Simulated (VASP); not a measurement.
# CdF2 (Fmmm) in VASP: a series of runs

Runs on CdF2. Level: PBEsol. Tasks: single point.

Everything below comes from runs of VASP 6.6.1. Logs are shortened: lines on timing, memory, paths and dates and some standing lists are left out, and cuts for length are marked.

## 1. The cell of the first run

The structure is orthorhombic, space group Fmmm (No. 69). The conventional cell has a = 5.172 Å, b = 5.388 Å, c = 5.604 Å, α = 90.00°, β = 90.00°, γ = 90.00°. Cd (site symmetry mmm) has 8 F at 2.33 Å within 3.1 Å. Within 3.1 Å of F (site symmetry 222) lie 4 Cd at 2.33 Å and 6 F at 2.59 to 2.80 Å.

## 2. Single point, PBEsol (strain -0.0400 x Voigt [1, -1, 0, 0, 0, 0])

Contents of INCAR:

```
SYSTEM = CdF2
PREC     = Accurate       ! precision mode
ENCUT    = 520            ! plane-wave cutoff, eV
EDIFF    = 1E-6           ! SCF threshold, eV
ISMEAR   = 0              ! smearing method
SIGMA    = 0.05           ! smearing width, eV
LREAL    = .False.        ! projectors in reciprocal space
LASPH    = .True.         ! aspherical terms in the spheres
NELM     = 100            ! most SCF steps
ALGO     = Normal         ! electronic algorithm
ISIF     = 2              ! what is computed and relaxed
LWAVE    = .False.        ! write WAVECAR
LCHARG   = .True.         ! write CHGCAR
GGA      = PS             ! functional
LELF     = .True.         ! ELF
LVHAR    = .True.       
NBANDS   = 20             ! bands
```

Contents of KPOINTS:

```
Automatic mesh
0
Gamma
  8 8 8
  0 0 0
```

Contents of POSCAR:

```
CdF2
1.0
    0.0000000000      2.8017600000      2.6940000000
    2.5862400000      0.0000000000      2.6940000000
    2.5862400000      2.8017600000      0.0000000000
Cd F
1 2
Direct
    0.0000000000      0.0000000000      0.0000000000
    0.2500000000      0.2500000000      0.2500000000
    0.7500000000      0.7500000000      0.7500000000
```

Potentials or basis: VASP PAW PBE potentials, release 64 (Cd, F).

Command:

```
$ cat potpaw_PBE.64/Cd/POTCAR potpaw_PBE.64/F/POTCAR > POTCAR
$ mpirun -np 1 vasp_std > vasp.out
```

OUTCAR:

```text
SYSTEM = CdF2
   PREC = Accurate
   ENCUT = 520
   EDIFF = 1E-6
   ISMEAR = 0
   LREAL = .False.
   LASPH = .True.
   NELM = 100
   ISIF = 2
   GGA = PS

 ion  position               nearest neighbor table
   1  0.000  0.000  0.000-   3 2.33   3 2.33   3 2.33   2 2.33   3 2.33   2 2.33   2 2.33   2 2.33

   2  0.250  0.250  0.250-   1 2.33   1 2.33   1 2.33   1 2.33
   3  0.750  0.750  0.750-   1 2.33   1 2.33   1 2.33   1 2.33

  LATTYP: Found a face centered orthorhombic cell.
 ALAT       =     5.1724800000
 B/A-ratio  =     1.0416666667
 C/A-ratio  =     1.0833333333

  Lattice vectors:

 A1 = (   0.0000000000,   2.8017600000,  -2.6940000000)
 A2 = (   2.5862400000,   2.8017600000,   0.0000000000)
 A3 = (   2.5862400000,   0.0000000000,  -2.6940000000)

Analysis of symmetry for initial positions (statically):
=====================================================================
 Subroutine PRICEL returns:
 Original cell was already a primitive cell.

 Routine SETGRP: Setting up the symmetry group for a
 face centered orthorhombic supercell.

 Subroutine GETGRP returns: Found  8 space group operations
 (whereof  8 operations were pure point group operations)
 out of a pool of  8 trial point group operations.

The static configuration has the point symmetry D_2h.

Analysis of symmetry for dynamics (positions and initial velocities):
=====================================================================
 Subroutine PRICEL returns:
 Original cell was already a primitive cell.

 Routine SETGRP: Setting up the symmetry group for a
 face centered orthorhombic supercell.

 Subroutine GETGRP returns: Found  8 space group operations
 (whereof  8 operations were pure point group operations)
 out of a pool of  8 trial point group operations.

The dynamic configuration has the point symmetry D_2h.

 Subroutine INISYM returns: Found  8 space group operations
 (whereof  8 operations are pure point group operations),
 and found     1 'primitive' translations

----------------------------------------------------------------------------------------

                                     Primitive cell

  volume of cell :      39.0416

  direct lattice vectors                    reciprocal lattice vectors
     0.000000000  2.801760000  2.694000000    -0.193330859  0.178459254  0.185597624
     2.586240000  0.000000000  2.694000000     0.193330859 -0.178459254  0.185597624
     2.586240000  2.801760000  0.000000000     0.193330859  0.178459254 -0.185597624

  length of vectors
     3.886836130  3.734470958  3.812938032     0.321979820  0.321979820  0.321979820

  position of ions in fractional coordinates (direct lattice)
     0.000000000  0.000000000  0.000000000
     0.250000000  0.250000000  0.250000000
     0.750000000  0.750000000  0.750000000

  ion indices of the primitive-cell ions
   primitive index   ion index
                 1           1
                 2           2
                 3           3

----------------------------------------------------------------------------------------

 KPOINTS: Automatic mesh

Automatic generation of k-mesh.
 Grid dimensions read from file:
 generate k-points for:    8    8    8

 Generating k-lattice:

  Cartesian coordinates                     Fractional coordinates (reciprocal lattice)
    -0.024166357  0.022307407  0.023199703     0.125000000  0.000000000 -0.000000000
     0.024166357 -0.022307407  0.023199703     0.000000000  0.125000000  0.000000000
     0.024166357  0.022307407 -0.023199703    -0.000000000  0.000000000  0.125000000

  Length of vectors
     0.040247478  0.040247478  0.040247478

  Shift w.r.t. Gamma in fractional coordinates (k-lattice)
     0.000000000  0.000000000  0.000000000

 Subroutine IBZKPT returns following result:
 ===========================================

 Found     95 irreducible k-points:

 Following reciprocal coordinates:
            Coordinates               Weight
  0.000000  0.000000  0.000000      1.000000
  0.125000  0.000000  0.000000      8.000000
  0.250000  0.000000  0.000000      8.000000
  0.375000  0.000000  0.000000      8.000000
  0.500000  0.000000  0.000000      4.000000
  0.125000  0.125000  0.000000      2.000000
[... 16 lines left out ...]
  0.250000  0.000000  0.125000      8.000000
  0.375000  0.000000  0.125000      8.000000
 [... further k-points ...]
   k-points           NKPTS =     95   k-points in BZ     NKDIM =     95   number of bands    NBANDS=     20
   number of dos      NEDOS =    301   number of ions     NIONS =      3
   total plane-waves  NPLWV =  23520
   dimension x,y,z NGX =    30 NGY =   28 NGZ =   28
   dimension x,y,z NGXF=    60 NGYF=   56 NGZF=   56
   ions per type =               1   2
   NGX,Y,Z   is equivalent  to a cutoff of  12.83, 12.46, 12.21 a.u.
   NGXF,Y,Z  is equivalent  to a cutoff of  25.66, 24.93, 24.42 a.u.
 SYSTEM =  CdF2
   PREC   = accura    normal or accurate (medium, high low for compatibility)
   ISTART =      0    job   : 0-new  1-cont  2-samecut
   ICHARG =      2    charge: 1-file 2-atom 10-const
   ISPIN  =      1    spin polarized calculation?
   LNONCOLLINEAR =      F non collinear calculations
   LSORBIT =      F    spin-orbit coupling
   LASPH  =      T    aspherical Exc in radial PAW
   ENCUT  =  520.0 eV  38.22 Ry    6.18 a.u.   7.23  6.94  7.09*2*pi/ulx,y,z
   NELM   =    100;   NELMIN=  2; NELMDL= -5     # of ELM steps
   EDIFF  = 0.1E-05   stopping-criterion for ELM
   LREAL  =      F    real-space projection
   EDIFFG = 0.1E-04   stopping-criterion for IOM
   NSW    =      0    number of steps for IOM
   IBRION =     -1    ionic relax: 0-MD 1-quasi-New 2-CG
   NFREE  =      0    steps in history (QN), initial steepest desc. (CG)
   ISIF   =      2    stress and relaxation
   ISYM   =      2    0-nonsym 1-usesym 2-fastsym
   POTIM  = 0.5000    time-step for ionic-motion
   TEBEG  =    0.0;   TEEND  =   0.0 temperature during run
   PSTRESS=    0.0 pullay stress
   NELECT =      26.0000    total number of electrons
   NUPDOWN=      -1.0000    fix difference up-down
   EMIN   =  10.00;   EMAX   =-10.00  energy-range for DOS
   EFERMI =   0.00;   METHOD = LEGACY
   ISMEAR =     0;   SIGMA  =   0.05  broadening in eV -4-tet -1-fermi 0-gaus
   EFERMI_NEDOS =   21; number of points for ismear=-14 and -15
   IALGO  =     38    algorithm
   IMIX   =      4    mixing-type and parameters
     AMIX     =   0.40;   BMIX     =  1.00
     AMIX_MAG =   1.60;   BMIX_MAG =  1.00
  volume/ion in A,a.u.               =      13.01        87.82
  Fermi-wavevector in a.u.,A,eV,Ry     =   1.429629  2.701608 27.808138  2.043840
  Thomas-Fermi vector in A             =   2.549562
   LORBIT       =      0    0 simple, 1 ext, 2 COOP (PROOUT), +10 PAW based schemes
   GGA     = PS    functional components
   LHFCALC =     F    Hartree Fock is set to
   AEXX    =    0.0000 exact exchange contribution
   IVDW    =     0    specifies the selected vdW correction
   LEPSILON=     F    determine dielectric tensor
   LRPA    =     F    only Hartree local field effects (RPA)
 non-spin polarized calculation
 Gauss-broadening in eV      SIGMA  =   0.05
  energy-cutoff  :      520.00
  volume of cell :       39.04
 maximum number of plane-waves:      1070
 NGX is ok and might be reduce to    30
   NGX = 15   NGY = 13   NGZ = 15

 number of electron      25.9999998 magnetization

 Free energy of the ion-electron system (eV)
  ---------------------------------------------------
  ext. energy  EPLUGINS =         0.00000000
  ---------------------------------------------------
  free energy    TOTEN  =       -11.54966816 eV

  energy without entropy =      -11.54966816  energy(sigma->0) =      -11.54966816

 E-fermi :  -0.9997     XC(G=0): -10.7209

 val. band max:       -1.3313294110   @ k =  -0.3750   0.5000   0.1250
 cond. band min:       1.4350014625   @ k =   0.0000   0.0000   0.0000
 fundamental gap:      2.7663308735
 Fermi energy:        -0.9997075905

 k-point     1 :       0.0000    0.0000    0.0000
  band No.  band energies     occupation
      1     -22.1446      2.00000
      2     -20.9800      2.00000
      3      -7.0766      2.00000
      4      -7.0478      2.00000
      5      -7.0401      2.00000
      6      -5.8387      2.00000
[... 12 lines left out ...]
     19      17.5055      0.00000
     20      19.0928      0.00000

 k-point     2 :       0.1250    0.0000    0.0000
  band No.  band energies     occupation
      1     -22.0927      2.00000
      2     -21.0268      2.00000
      3      -7.0113      2.00000
      4      -6.9805      2.00000
      5      -6.8861      2.00000
      6      -5.8545      2.00000
[... 12 lines left out ...]
     19      17.1586      0.00000
     20      18.6254      0.00000

 k-point     3 :       0.2500    0.0000    0.0000
  band No.  band energies     occupation
      1     -21.9512      2.00000
      2     -21.1535      2.00000
      3      -6.8851      2.00000
      4      -6.8298      2.00000
      5      -6.4387      2.00000
      6      -5.8587      2.00000
[... 12 lines left out ...]
     19      17.7621      0.00000
     20      17.9751      0.00000

 k-point     4 :       0.3750    0.0000    0.0000
  band No.  band energies     occupation
      1     -21.7564      2.00000
      2     -21.3307      2.00000
      3      -6.7898      2.00000
      4      -6.6985      2.00000
      5      -5.8741      2.00000
      6      -5.8195      2.00000
[... 12 lines left out ...]
     19      17.1732      0.00000
     20      17.4689      0.00000

 k-point     5 :       0.5000    0.0000    0.0000
  band No.  band energies     occupation
      1     -21.5779      2.00000
      2     -21.5011      2.00000
      3      -6.7634      2.00000
      4      -6.6561      2.00000
      5      -5.7828      2.00000
      6      -5.7310      2.00000
[... 12 lines left out ...]
     19      16.9588      0.00000
     20      17.0856      0.00000

 k-point     6 :       0.1250    0.1250    0.0000
  band No.  band energies     occupation
      1     -22.0778      2.00000
      2     -21.0389      2.00000
      3      -6.9752      2.00000
      4      -6.9676      2.00000
      5      -6.8360      2.00000
      6      -5.9075      2.00000
[... 12 lines left out ...]
     19      17.8079      0.00000
     20      18.7851      0.00000

 k-point     7 :       0.2500    0.1250    0.0000
  band No.  band energies     occupation
      1     -21.9711      2.00000
      2     -21.1316      2.00000
      3      -6.8469      2.00000
      4      -6.8413      2.00000
      5      -6.4996      2.00000
      6      -5.9937      2.00000
[... 12 lines left out ...]
     19      18.1609      0.00000
     20      19.2779      0.00000
[... 277 lines left out ...]
 k-point    20 :      -0.3750    0.3750    0.0000
  band No.  band energies     occupation
      1     -21.5794      2.00000
      2     -21.4544      2.00000
      3      -6.6548      2.00000
      4      -6.2392      2.00000
      5      -5.9029      2.00000
      6      -5.8886      2.00000
[... 12 lines left out ...]
     19      18.5409      0.00000
     20      19.4487      0.00000

 k-point    21 :       0.5000    0.5000    0.0000
  band No.  band energies     occupation
      1     -21.6621      2.00000
      2     -21.3619      2.00000
      3      -6.8744      2.00000
      4      -6.2137      2.00000
      5      -5.9629      2.00000
      6      -5.7170      2.00000
[... 12 lines left out ...]
     19      17.8732      0.00000
     20      19.9321      0.00000

 k-point    22 :       0.1250    0.0000    0.1250
  band No.  band energies     occupation
      1     -22.0895      2.00000
      2     -21.0255      2.00000
      3      -6.9544      2.00000
      4      -6.9492      2.00000
      5      -6.8808      2.00000
      6      -5.9203      2.00000
[... 12 lines left out ...]
     19      17.6592      0.00000
     20      19.1274      0.00000

 k-point    23 :       0.2500    0.0000    0.1250
  band No.  band energies     occupation
      1     -21.9932      2.00000
      2     -21.1077      2.00000
      3      -6.8481      2.00000
      4      -6.8182      2.00000
      5      -6.5302      2.00000
      6      -5.9982      2.00000
[... 12 lines left out ...]
     19      18.6723      0.00000
     20      19.0276      0.00000

 k-point    24 :       0.3750    0.0000    0.1250
  band No.  band energies     occupation
      1     -21.8320      2.00000
      2     -21.2505      2.00000
      3      -6.7444      2.00000
      4      -6.6707      2.00000
      5      -6.0250      2.00000
      6      -5.9538      2.00000
[... 12 lines left out ...]
     19      18.0452      0.00000
     20      18.9983      0.00000

 [... further k-points ...]

------------------------ aborting loop because EDIFF is reached ----------------------------------------

  FORCE on cell =-STRESS in cart. coord.  units (eV):
  Direction    XX          YY          ZZ          XY          YZ          ZX
  --------------------------------------------------------------------------------------
  -------------------------------------------------------------------------------------
  Total        1.2585112     -0.9048852      0.1262292      0.0000000      0.0000000     -0.0000000
  in kB       51.6464312    -37.1344263      5.1801583      0.0000000      0.0000000     -0.0000000
  external PRESSURE =       6.5640544 kB  Pullay stress =       0.0000000 kB

 VOLUME and BASIS-vectors are now :
 -----------------------------------------------------------------------------
  energy-cutoff  :      520.00
  volume of cell :       39.04
      direct lattice vectors                 reciprocal lattice vectors
     0.000000000  2.801760000  2.694000000    -0.193330859  0.178459254  0.185597624
     2.586240000  0.000000000  2.694000000     0.193330859 -0.178459254  0.185597624
     2.586240000  2.801760000  0.000000000     0.193330859  0.178459254 -0.185597624

 POSITION                                       TOTAL-FORCE (eV/Angst)
 -----------------------------------------------------------------------------------
      0.00000      0.00000      0.00000         0.000000      0.000000     -0.000000
      1.29312      1.40088      1.34700         0.000000      0.000000     -0.000000
      3.87936      4.20264      4.04100        -0.000000      0.000000      0.000000
 -----------------------------------------------------------------------------------
    total drift:                                0.000000     -0.000000      0.000000

  FREE ENERGIE OF THE ION-ELECTRON SYSTEM (eV)
  ---------------------------------------------------
  free  energy   TOTEN  =       -11.5496681552 eV

  energy  without entropy=      -11.5496681552  energy(sigma->0) =      -11.54966816
```

It took 34 s on 1 thread of Intel Xeon 6975P-C (Granite Rapids), shared host; peak memory 0.2 GiB.

Results:

```yaml
Free_energy: -11.5497 eV
Pressure: 0.7 GPa
Band_gap_on_the_k_mesh: 2.77 eV, indirect (least direct gap 3.25 eV)
```

Caveat: the cell differs from its parent crystal (strain -0.0400 x Voigt [1, -1, 0, 0, 0, 0]); the PAW data sets were made with another functional, which shifts forces and pressure a little.

## 3. Single point, PBEsol (strain +0.0250 x Voigt [1, -1, 0, 0, 0, 0])

Changes to INCAR since step 2:

```diff
@@ -8,3 +8,3 @@
 LASPH    = .True.         ! aspherical terms in the spheres
-NELM     = 100            ! most SCF steps
+NELM     = 60             ! most SCF steps
 ALGO     = Normal         ! electronic algorithm
@@ -12,6 +12,4 @@
 LWAVE    = .False.        ! write WAVECAR
-LCHARG   = .True.         ! write CHGCAR
+LCHARG   = .False.        ! write CHGCAR
 GGA      = PS             ! functional
-LELF     = .True.         ! ELF
-LVHAR    = .True.       
 NBANDS   = 20             ! bands
```

KPOINTS is that of step 2.

Contents of POSCAR:

```
CdF2
1.0
    0.0000000000      2.6266500000      2.6940000000
    2.7613500000      0.0000000000      2.6940000000
    2.7613500000      2.6266500000      0.0000000000
Cd F
1 2
Direct
    0.0000000000      0.0000000000      0.0000000000
    0.2500000000      0.2500000000      0.2500000000
    0.7500000000      0.7500000000      0.7500000000
```

Potentials or basis: VASP PAW PBE potentials, release 64 (Cd, F).

Command:

```
$ cat potpaw_PBE.64/Cd/POTCAR potpaw_PBE.64/F/POTCAR > POTCAR
$ mpirun -np 1 vasp_std > vasp.out
```

It took 29 s on 1 thread of Intel Xeon 6975P-C (Granite Rapids), shared host; peak memory 0.2 GiB.

The run converged. Its results:

```
Free energy            : -11.5762 eV
Pressure               : 0.6 GPa
Band gap on the k mesh : 2.84 eV, indirect (least direct gap 3.31 eV)
```

Stress tensor (GPa, compression positive):
```
-2.14  0.00  0.00
 0.00  3.35  0.00
 0.00  0.00  0.53
```

Levels at points of the mesh, in eV from the valence-band top:
| k point | band 9 | band 10 | band 11 | band 12 | band 13 | band 14 | band 15 | band 16 | band 17 | band 18 |
| --- | --- | --- | --- | --- | --- | --- | --- | --- | --- | --- |
| (0.00, 0.00, 0.00) | -1.04 | -0.81 | -0.62 | -0.53 | -0.47 | 2.84 | 12.40 | 12.47 | 12.53 | 17.35 |
| (0.50, 0.00, 0.00) | -2.37 | -1.97 | -1.86 | -0.45 | -0.43 | 7.00 | 8.90 | 14.12 | 14.44 | 17.70 |
| (0.50, 0.50, 0.00) | -3.14 | -2.98 | -0.55 | -0.21 | -0.04 | 7.84 | 9.39 | 11.64 | 13.77 | 14.36 |
| (0.50, 0.00, 0.50) | -3.08 | -3.07 | -0.39 | -0.20 | -0.12 | 7.76 | 9.36 | 11.67 | 13.79 | 14.10 |
| (0.00, 0.50, 0.50) | -3.06 | -2.97 | -0.68 | -0.14 | -0.04 | 7.85 | 9.48 | 11.66 | 14.04 | 14.32 |

Caveat: the cell differs from its parent crystal (strain +0.0250 x Voigt [1, -1, 0, 0, 0, 0]); the PAW data sets were made with another functional, which shifts forces and pressure a little. A k mesh can miss the band edges.
